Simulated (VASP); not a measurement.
# Mo (I4/mmm) in VASP: a series of runs

Mo is run at these levels: r2SCAN; tasks: single point.

Everything below comes from runs of VASP 6.6.1. Logs are shortened: lines on timing, memory, paths and dates and some standing lists are left out, and cuts for length are marked.

### 1 The cell of the first run

Symmetry: I4/mmm, No. 139, tetragonal system. Conventional cell: a = 3.121 Å, b = 3.121 Å, c = 3.276 Å, α = 90.00°, β = 90.00°, γ = 90.00°. Within 3.6 Å of Mo (site symmetry 4/mmm) lie 14 Mo at 2.75 to 3.28 Å.

### 2 Single point, r2SCAN (uniaxial strain along c: +4.0 %, then relaxed in part)

The input, POSCAR:

```
Mo
1.0
    3.1211142258      0.0000000000      0.0000000000
    0.0000000000      3.1211142258      0.0000000000
    0.0000000000      0.0000000000      3.2764475039
Mo
2
Direct
    0.0000000000      0.0000000000      0.0000000000
    0.5000000000      0.5000000000      0.5000000000
```

The input, INCAR.step1:

```
SYSTEM = Mo
PREC     = Accurate       ! precision mode
ENCUT    = 520            ! plane-wave cutoff, eV
ISMEAR   = 0              ! smearing method
SIGMA    = 0.1            ! smearing width, eV
LREAL    = .FALSE.        ! projectors in reciprocal space
LASPH    = .TRUE.         ! aspherical terms in the spheres
NELM     = 60             ! most SCF steps
NBANDS   = 21             ! bands
GGA      = PE             ! functional
ALGO     = Normal         ! electronic algorithm
EDIFF    = 1E-4           ! SCF threshold, eV
LWAVE    = .TRUE.         ! write WAVECAR
LCHARG   = .FALSE.        ! write CHGCAR
```

The input, INCAR.step2:

```
SYSTEM = Mo
PREC     = Accurate       ! precision mode
ENCUT    = 520            ! plane-wave cutoff, eV
EDIFF    = 1E-6           ! SCF threshold, eV
ISMEAR   = 0              ! smearing method
SIGMA    = 0.1            ! smearing width, eV
LREAL    = .FALSE.        ! projectors in reciprocal space
LASPH    = .TRUE.         ! aspherical terms in the spheres
NELM     = 60             ! most SCF steps
ALGO     = Normal         ! electronic algorithm
ISIF     = 2              ! what is computed and relaxed
LWAVE    = .FALSE.        ! write WAVECAR
LCHARG   = .FALSE.        ! write CHGCAR
METAGGA  = R2SCAN         ! meta-GGA
LMIXTAU  = .TRUE.       
NBANDS   = 21             ! bands
ISTART   = 1
```

The input, KPOINTS:

```
Automatic mesh
0
G
  16 16 16
  0 0 0
```

Potentials or basis: VASP PAW PBE potentials, release 64 (Mo_sv).

Launch:

```bash
$ cat potpaw_PBE.64/Mo_sv/POTCAR > POTCAR
$ cp INCAR.step1 INCAR
$ mpirun -np 1 vasp_std > vasp.out
$ cp INCAR.step2 INCAR
$ mpirun -np 1 vasp_std > vasp.out
```

OUTCAR:

```text
SYSTEM = Mo
   PREC = Accurate
   ENCUT = 520
   EDIFF = 1E-6
   ISMEAR = 0
   LREAL = .FALSE.
   LASPH = .TRUE.
   NELM = 60
   ISIF = 2
   METAGGA = R2SCAN
   ISTART = 1

 ion  position               nearest neighbor table
   1  0.000  0.000  0.000-   2 2.75   2 2.75   2 2.75   2 2.75   2 2.75   2 2.75   2 2.75   2 2.75

   2  0.500  0.500  0.500-   1 2.75   1 2.75   1 2.75   1 2.75   1 2.75   1 2.75   1 2.75   1 2.75

  LATTYP: Found a simple tetragonal cell.
 ALAT       =     3.1211142258
 C/A-ratio  =     1.0497685336

  Lattice vectors:

 A1 = (   3.1211142258,   0.0000000000,   0.0000000000)
 A2 = (   0.0000000000,   3.1211142258,   0.0000000000)
 A3 = (   0.0000000000,   0.0000000000,   3.2764475039)

Analysis of symmetry for initial positions (statically):
=====================================================================
 Subroutine PRICEL returns following result:

  LATTYP: Found a body centered tetragonal cell.
 ALAT       =     3.1211142258
 C/A-ratio  =     1.0497685336

  Lattice vectors:

 A1 = (  -1.5605571129,  -1.5605571129,  -1.6382237520)
 A2 = (   1.5605571129,   1.5605571129,  -1.6382237519)
 A3 = (   1.5605571129,  -1.5605571129,   1.6382237520)

   2 primitive cells build up your supercell.

 Routine SETGRP: Setting up the symmetry group for a
 simple tetragonal supercell.

 Subroutine GETGRP returns: Found 16 space group operations
 (whereof 16 operations were pure point group operations)
 out of a pool of 16 trial point group operations.

The static configuration has the point symmetry D_4h.

Analysis of symmetry for dynamics (positions and initial velocities):
=====================================================================
 Subroutine PRICEL returns following result:

  LATTYP: Found a body centered tetragonal cell.
 ALAT       =     3.1211142258
 C/A-ratio  =     1.0497685336

  Lattice vectors:

 A1 = (  -1.5605571129,  -1.5605571129,  -1.6382237520)
 A2 = (   1.5605571129,   1.5605571129,  -1.6382237519)
 A3 = (   1.5605571129,  -1.5605571129,   1.6382237520)

   2 primitive cells build up your supercell.

 Routine SETGRP: Setting up the symmetry group for a
 simple tetragonal supercell.

 Subroutine GETGRP returns: Found 16 space group operations
 (whereof 16 operations were pure point group operations)
 out of a pool of 16 trial point group operations.

The dynamic configuration has the point symmetry D_4h.

 Subroutine INISYM returns: Found 16 space group operations
 (whereof 16 operations are pure point group operations),
 and found     2 'primitive' translations

----------------------------------------------------------------------------------------

                                     Primitive cell

  volume of cell :      15.9585

  direct lattice vectors                    reciprocal lattice vectors
    -1.560557113 -1.560557113 -1.638223752     0.000000000 -0.320398399 -0.305208614
     1.560557113  1.560557113 -1.638223752     0.320398399  0.000000000 -0.305208614
     1.560557113 -1.560557113  1.638223752     0.320398399 -0.320398399  0.000000000

  length of vectors
     2.748536714  2.748536714  2.748536714     0.442501335  0.442501335  0.453111761

  position of ions in fractional coordinates (direct lattice)
     0.000000000  0.000000000  0.000000000

  ion indices of the primitive-cell ions
   primitive index   ion index
                 1           1

----------------------------------------------------------------------------------------

 KPOINTS: Automatic mesh

Automatic generation of k-mesh.
 Grid dimensions read from file:
 generate k-points for:   16   16   16

 Generating k-lattice:

  Cartesian coordinates                     Fractional coordinates (reciprocal lattice)
     0.020024900  0.000000000  0.000000000     0.062500000  0.000000000  0.000000000
     0.000000000  0.020024900  0.000000000     0.000000000  0.062500000  0.000000000
     0.000000000  0.000000000  0.019075538     0.000000000  0.000000000  0.062500000

  Length of vectors
     0.020024900  0.020024900  0.019075538

  Shift w.r.t. Gamma in fractional coordinates (k-lattice)
     0.000000000  0.000000000  0.000000000

 Subroutine IBZKPT returns following result:
 ===========================================

 Found    405 irreducible k-points:

 Following reciprocal coordinates:
            Coordinates               Weight
  0.000000  0.000000  0.000000      1.000000
  0.062500  0.000000  0.000000      4.000000
  0.125000  0.000000  0.000000      4.000000
  0.187500  0.000000  0.000000      4.000000
  0.250000  0.000000  0.000000      4.000000
  0.312500  0.000000  0.000000      4.000000
[... 16 lines left out ...]
  0.437500  0.125000  0.000000      8.000000
  0.500000  0.125000  0.000000      4.000000
 [... further k-points ...]
   k-points           NKPTS =    405   k-points in BZ     NKDIM =    405   number of bands    NBANDS=     21
   number of dos      NEDOS =    301   number of ions     NIONS =      2
   total plane-waves  NPLWV =  13824
   dimension x,y,z NGX =    24 NGY =   24 NGZ =   24
   dimension x,y,z NGXF=    48 NGYF=   48 NGZF=   48
   ions per type =               2
   NGX,Y,Z   is equivalent  to a cutoff of  12.78, 12.78, 12.18 a.u.
   NGXF,Y,Z  is equivalent  to a cutoff of  25.57, 25.57, 24.36 a.u.
 SYSTEM =  Mo
   PREC   = accura    normal or accurate (medium, high low for compatibility)
   ISTART =      1    job   : 0-new  1-cont  2-samecut
   ICHARG =      0    charge: 1-file 2-atom 10-const
   ISPIN  =      1    spin polarized calculation?
   LNONCOLLINEAR =      F non collinear calculations
   LSORBIT =      F    spin-orbit coupling
   LASPH  =      T    aspherical Exc in radial PAW
   ENCUT  =  520.0 eV  38.22 Ry    6.18 a.u.   5.80  5.80  6.09*2*pi/ulx,y,z
   NELM   =     60;   NELMIN=  2; NELMDL=  0     # of ELM steps
   EDIFF  = 0.1E-05   stopping-criterion for ELM
   LREAL  =      F    real-space projection
   EDIFFG = 0.1E-04   stopping-criterion for IOM
   NSW    =      0    number of steps for IOM
   IBRION =     -1    ionic relax: 0-MD 1-quasi-New 2-CG
   NFREE  =      0    steps in history (QN), initial steepest desc. (CG)
   ISIF   =      2    stress and relaxation
   ISYM   =      2    0-nonsym 1-usesym 2-fastsym
   POTIM  = 0.5000    time-step for ionic-motion
   TEBEG  =    0.0;   TEEND  =   0.0 temperature during run
   PSTRESS=    0.0 pullay stress
   NELECT =      28.0000    total number of electrons
   NUPDOWN=      -1.0000    fix difference up-down
   EMIN   =  10.00;   EMAX   =-10.00  energy-range for DOS
   EFERMI =   0.00;   METHOD = LEGACY
   ISMEAR =     0;   SIGMA  =   0.10  broadening in eV -4-tet -1-fermi 0-gaus
   EFERMI_NEDOS =   21; number of points for ismear=-14 and -15
   IALGO  =     38    algorithm
   IMIX   =      4    mixing-type and parameters
     AMIX     =   0.40;   BMIX     =  1.00
     AMIX_MAG =   1.60;   BMIX_MAG =  1.00
  volume/ion in A,a.u.               =      15.96       107.69
  Fermi-wavevector in a.u.,A,eV,Ry     =   1.567184  2.961548 33.416803  2.456066
  Thomas-Fermi vector in A             =   2.669401
   LORBIT       =      0    0 simple, 1 ext, 2 COOP (PROOUT), +10 PAW based schemes
   METAGGA = R2SCAN    functional components
   LHFCALC =     F    Hartree Fock is set to
   AEXX    =    0.0000 exact exchange contribution
   IVDW    =     0    specifies the selected vdW correction
   LEPSILON=     F    determine dielectric tensor
   LRPA    =     F    only Hartree local field effects (RPA)
 non-spin polarized calculation
 Gauss-broadening in eV      SIGMA  =   0.10
  energy-cutoff  :      520.00
  volume of cell :       31.92
 maximum number of plane-waves:       880
 NGX is ok and might be reduce to    24
   NGX = 11   NGY = 11   NGZ = 13

 number of electron      27.9999995 magnetization

 Free energy of the ion-electron system (eV)
  ---------------------------------------------------
  ext. energy  EPLUGINS =         0.00000000
  ---------------------------------------------------
  free energy    TOTEN  =       -52.10274422 eV

  energy without entropy =      -52.09634137  energy(sigma->0) =      -52.09954279

 E-fermi :  12.2395     XC(G=0): -14.5055

 val. band max:       12.2317372060   @ k =   0.1250   0.1250   0.1875
 cond. band min:      12.2407582336   @ k =   0.3750   0.0000   0.5000
 fundamental gap:      0.0090210276
 Fermi energy:        12.2395120580

 k-point     1 :       0.0000    0.0000    0.0000
  band No.  band energies     occupation
      1     -51.0050      2.00000
      2     -50.5488      2.00000
      3     -24.5897      2.00000
      4     -24.4459      2.00000
      5     -24.4459      2.00000
      6     -23.5314      2.00000
[... 13 lines left out ...]
     20      20.6464      0.00000
     21      21.9768      0.00000

 k-point     2 :       0.0625    0.0000    0.0000
  band No.  band energies     occupation
      1     -50.9998      2.00000
      2     -50.5523      2.00000
      3     -24.5792      2.00000
      4     -24.4489      2.00000
      5     -24.4365      2.00000
      6     -23.5447      2.00000
[... 13 lines left out ...]
     20      21.0687      0.00000
     21      21.7134      0.00000

 k-point     3 :       0.1250    0.0000    0.0000
  band No.  band energies     occupation
      1     -50.9844      2.00000
      2     -50.5627      2.00000
      3     -24.5479      2.00000
      4     -24.4564      2.00000
      5     -24.4088      2.00000
      6     -23.6067      2.00000
[... 13 lines left out ...]
     20      21.0188      0.00000
     21      22.0926      0.00000

 k-point     4 :       0.1875    0.0000    0.0000
  band No.  band energies     occupation
      1     -50.9597      2.00000
      2     -50.5800      2.00000
      3     -24.4972      2.00000
      4     -24.4643      2.00000
      5     -24.3639      2.00000
      6     -23.7024      2.00000
[... 13 lines left out ...]
     20      20.0841      0.00000
     21      23.4147      0.00000

 k-point     5 :       0.2500    0.0000    0.0000
  band No.  band energies     occupation
      1     -50.9271      2.00000
      2     -50.6038      2.00000
      3     -24.4665      2.00000
      4     -24.4293      2.00000
      5     -24.3038      2.00000
      6     -23.8212      2.00000
[... 13 lines left out ...]
     20      19.0766      0.00000
     21      24.8922      0.00000

 k-point     6 :       0.3125    0.0000    0.0000
  band No.  band energies     occupation
      1     -50.8882      2.00000
      2     -50.6340      2.00000
      3     -24.4562      2.00000
      4     -24.3468      2.00000
      5     -24.2311      2.00000
      6     -23.9514      2.00000
[... 13 lines left out ...]
     20      18.1164      0.00000
     21      26.4535      0.00000

 k-point     7 :       0.3750    0.0000    0.0000
  band No.  band energies     occupation
      1     -50.8450      2.00000
      2     -50.6698      2.00000
      3     -24.4275      2.00000
      4     -24.2532      2.00000
      5     -24.1488      2.00000
      6     -24.0809      2.00000
[... 13 lines left out ...]
     20      17.2891      0.00000
     21      28.0401      0.00000
[... 291 lines left out ...]
      1     -50.9112      2.00000
      2     -50.6124      2.00000
      3     -24.5685      2.00000
      4     -24.3975      2.00000
      5     -24.1913      2.00000
      6     -23.9811      2.00000
[... 13 lines left out ...]
     20      19.8549      0.00000
     21      24.6433      0.00000

 k-point    21 :       0.3125    0.1250    0.0000
  band No.  band energies     occupation
      1     -50.8748      2.00000
      2     -50.6398      2.00000
      3     -24.5727      2.00000
      4     -24.3205      2.00000
      5     -24.1136      2.00000
      6     -24.1129      2.00000
[... 13 lines left out ...]
     20      18.7524      0.00000
     21      25.8188      0.00000

 k-point    22 :       0.3750    0.1250    0.0000
  band No.  band energies     occupation
      1     -50.8345      2.00000
      2     -50.6725      2.00000
      3     -24.5561      2.00000
      4     -24.2412      2.00000
      5     -24.2333      2.00000
      6     -24.0290      2.00000
[... 13 lines left out ...]
     20      17.7371      0.00000
     21      26.6864      0.00000

 k-point    23 :       0.4375    0.1250    0.0000
  band No.  band energies     occupation
      1     -50.7923      2.00000
      2     -50.7097      2.00000
      3     -24.5149      2.00000
      4     -24.3547      2.00000
      5     -24.1397      2.00000
      6     -23.9481      2.00000
[... 13 lines left out ...]
     20      16.8764      0.00000
     21      27.0479      0.00000

 k-point    24 :       0.5000    0.1250    0.0000
  band No.  band energies     occupation
      1     -50.7501      2.00000
      2     -50.7501      2.00000
      3     -24.4473      2.00000
      4     -24.4473      2.00000
      5     -24.0433      2.00000
      6     -24.0433      2.00000
[... 13 lines left out ...]
     20      16.2027      0.00000
     21      27.2679      0.00000

 [... further k-points ...]
[... 5 lines left out ...]
  --------------------------------------------------------------------------------------
  -------------------------------------------------------------------------------------
  Total        0.2098331      0.2098331     -2.7305229      0.0000000      0.0000000     -0.0000000
  in kB       10.5332424     10.5332424   -137.0673016      0.0000000      0.0000000     -0.0000000
  external PRESSURE =     -38.6669389 kB  Pullay stress =       0.0000000 kB

 VOLUME and BASIS-vectors are now :
 -----------------------------------------------------------------------------
  energy-cutoff  :      520.00
  volume of cell :       31.92
      direct lattice vectors                 reciprocal lattice vectors
     3.121114226  0.000000000  0.000000000     0.320398399  0.000000000  0.000000000
     0.000000000  3.121114226  0.000000000     0.000000000  0.320398399  0.000000000
     0.000000000  0.000000000  3.276447504     0.000000000  0.000000000  0.305208614

 POSITION                                       TOTAL-FORCE (eV/Angst)
 -----------------------------------------------------------------------------------
      0.00000      0.00000      0.00000         0.000000     -0.000000      0.000000
      1.56056      1.56056      1.63822        -0.000000      0.000000     -0.000000
 -----------------------------------------------------------------------------------
    total drift:                                0.000000      0.000000     -0.000000

  FREE ENERGIE OF THE ION-ELECTRON SYSTEM (eV)
  ---------------------------------------------------
  free  energy   TOTEN  =       -52.1027442185 eV

  energy  without entropy=      -52.0963413668  energy(sigma->0) =      -52.09954279
```

Wall time 11 min (1 thread of Oxide Virtual Turin-like, shared host); peak memory 0.28 GiB.

What came out:

```
Free energy            : -52.1027 eV
Pressure               : -3.9 GPa
Band gap on the k mesh : zero (band 14 reaches 13.99 eV, above the bottom of band 15 at 11.43 eV)
```

Levels at points of the mesh, in eV from the Fermi level:
| k point | band 11 | band 12 | band 13 | band 14 | band 15 | band 16 | band 17 | band 18 |
| --- | --- | --- | --- | --- | --- | --- | --- | --- |
| (0.00, 0.00, 0.00) | -5.44 | -1.57 | -1.57 | -1.01 | 1.47 | 2.18 | 3.90 | 4.06 |
| (0.50, 0.00, 0.00) | -2.56 | -2.56 | -0.99 | -0.99 | -0.57 | -0.57 | 0.80 | 0.80 |
| (0.50, 0.50, 0.00) | -3.89 | -3.89 | 1.75 | 1.75 | 2.29 | 2.29 | 2.73 | 2.73 |
| (0.00, 0.00, 0.50) | -2.76 | -2.76 | -0.46 | -0.46 | -0.46 | -0.46 | 1.07 | 1.07 |
| (0.50, 0.00, 0.50) | -3.29 | -3.29 | 1.35 | 1.35 | 1.43 | 1.43 | 2.54 | 2.54 |
| (0.50, 0.50, 0.50) | -2.69 | -2.69 | -2.69 | -2.69 | 2.43 | 2.43 | 2.82 | 2.82 |

Caveat: the cell differs from its parent crystal (uniaxial strain along c: +4.0 %, then relaxed in part); the PAW data sets were made with another functional, which shifts forces and pressure a little.

### 3 Single point, r2SCAN (uniaxial strain along c: -4.0 %)

The input, POSCAR:

```
Mo
1.0
    3.1819345951      0.0000000000      0.0000000000
    0.0000000000      3.1819345951      0.0000000000
    0.0000000000      0.0000000000      3.0244130805
Mo
2
Direct
    0.0000000000      0.0000000000      0.0000000000
    0.5000000000      0.5000000000      0.5000000000
```

The input, INCAR.step1:

```
PREC     = Accurate       # precision mode
ENCUT    = 520            # plane-wave cutoff, eV
ISMEAR   = 0              # smearing method
SIGMA    = 0.1            # smearing width, eV
LREAL    = F              # projectors in reciprocal space
LASPH    = T              # aspherical terms in the spheres
NELM     = 60             # most SCF steps
NBANDS   = 21             # bands
GGA      = PE             # functional
ALGO     = Normal         # electronic algorithm
EDIFF    = 1E-4           # SCF threshold, eV
LWAVE    = T              # write WAVECAR
LCHARG   = F              # write CHGCAR
```

The input, INCAR.step2:

```
PREC     = Accurate       # precision mode
ENCUT    = 520            # plane-wave cutoff, eV
EDIFF    = 1E-6           # SCF threshold, eV
ISMEAR   = 0              # smearing method
SIGMA    = 0.1            # smearing width, eV
LREAL    = F              # projectors in reciprocal space
LASPH    = T              # aspherical terms in the spheres
NELM     = 60             # most SCF steps
ALGO     = Normal         # electronic algorithm
ISIF     = 2              # what is computed and relaxed
LWAVE    = F              # write WAVECAR
LCHARG   = T              # write CHGCAR
METAGGA  = R2SCAN         # meta-GGA
LMIXTAU  = T            
LELF     = T              # ELF
LVHAR    = T            
NBANDS   = 21             # bands
ISTART   = 1
```

The input, KPOINTS:

```
regular mesh
0
Gamma
  16 16 16
```

Potentials or basis: VASP PAW PBE potentials, release 64 (Mo_sv).

Launch:

```bash
$ cat potpaw_PBE.64/Mo_sv/POTCAR > POTCAR
$ cp INCAR.step1 INCAR
$ mpirun -np 1 vasp_std > vasp.out
$ cp INCAR.step2 INCAR
$ mpirun -np 1 vasp_std > vasp.out
```

Wall time 14 min (1 thread of Oxide Virtual Turin-like, shared host); peak memory 0.27 GiB.

Results (log left out):

```
Free energy            : -52.0837 eV
Pressure               : 7.7 GPa
Band gap on the k mesh : zero (band 14 reaches 14.72 eV, above the bottom of band 15 at 11.94 eV)
```

Stress tensor (GPa, compression positive):
```
 1.88  0.00  0.00
 0.00  1.88  0.00
 0.00  0.00 19.39
```

Levels at points of the mesh, in eV from the Fermi level:
```
           k point  band 12  band 13  band 14  band 15  band 16  band 17
(0.00, 0.00, 0.00)    -1.91    -1.25    -1.25     1.46     2.31     4.18
(0.50, 0.00, 0.00)    -2.93    -0.83    -0.83    -0.35    -0.35     1.03
(0.50, 0.50, 0.00)    -3.24     1.34     1.34     1.35     1.35     2.38
(0.00, 0.00, 0.50)    -2.70    -0.98    -0.98    -0.98    -0.98     0.70
(0.50, 0.00, 0.50)    -3.93     1.80     1.80     1.97     1.97     2.96
(0.50, 0.50, 0.50)    -3.00    -2.66    -2.66     2.57     2.57     2.94
```

Caveat: the cell differs from its parent crystal (uniaxial strain along c: -4.0 %); the PAW data sets were made with another functional, which shifts forces and pressure a little.
